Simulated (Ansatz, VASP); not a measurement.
## One calculation of HfB, two programs

Contents of INCAR:

```
ALGO = Normal ; EDIFF = 1E-6
ENCUT = 520 ; GGA = PS
ISIF = 2 ; ISMEAR = 0
LASPH = T ; LCHARG = T
LELF = T ; LREAL = F
LVHAR = T ; LWAVE = F
NBANDS = 14 ; NELM = 100
PREC = Accurate ; SIGMA = 0.15
```

File KPOINTS:

```
k-points
0
Gamma
  18 18 18
```

Contents of POSCAR:

```
HfB
1.0
    0.0000000000      2.2176000000      2.1252000000
    2.2176000000      0.0000000000      2.1252000000
    2.2176000000      2.2176000000      0.0000000000
Hf B
1 1
Direct
    0.5000000000      0.5000000000      0.5000000000
    0.0000000000      0.0000000000      0.0000000000
```

Input for Ansatz:

```yaml
crystal:
  lattice:
    - [0.0, 2.2176, 2.1252]
    - [2.2176, 0.0, 2.1252]
    - [2.2176, 2.2176, 0.0]
  atoms:
    - { symbol: Hf, position: [0.5, 0.5, 0.5] }
    - { symbol: B, position: [0.0, 0.0, 0.0] }
basis:
  ecutwfc: 420
kpoints:
  mp_grid: { grid: [18, 18, 18] }
hamiltonian:
  xc: pbesol
scf:
  occupations: { method: gaussian, width: 0.15 }
output:
  forces: true
  stress: true
  eigenvalues: true
```

Change from the starting cell: strain -0.040 along x and y, -0.080 along z, atoms carried along.

Alike in both runs: task single point; functional PBEsol; k mesh 18 × 18 × 18; occupations gaussian, width 0.15 eV; no spin polarisation.

|  | VASP | Ansatz |
| --- | --- | --- |
| version | VASP 6.6.1 | Ansatz 0.2.0 |
| potentials or method | VASP PAW PBE potentials, release 64 (Hf_pv, B), cutoff 520 eV | scalar-relativistic, plane waves, PAW |
| valence electrons in the cell | 13 | 29 |

```csv
,VASP,Ansatz,Ansatz less VASP
gap on the k mesh at the Fermi level (eV),none,none,-
pressure (GPa),84.7,81.6,-3.12
"traceless stress, the component that is largest in VASP (GPa)",22.05,21.89,-0.159
```

VASP's potentials were made for PBE, not for PBEsol. A gap of «none» marks a metal or a gap that the smearing closes. Both programs put the cell under a high pressure, so it lies far from rest at this level. VASP's potentials hold 13 valence electrons a cell and Ansatz's 29, so a difference there can come from the potentials and not from the codes.

Spin-orbit coupling is off throughout. Noted on VASP's run: the cell as given lies far from equilibrium.
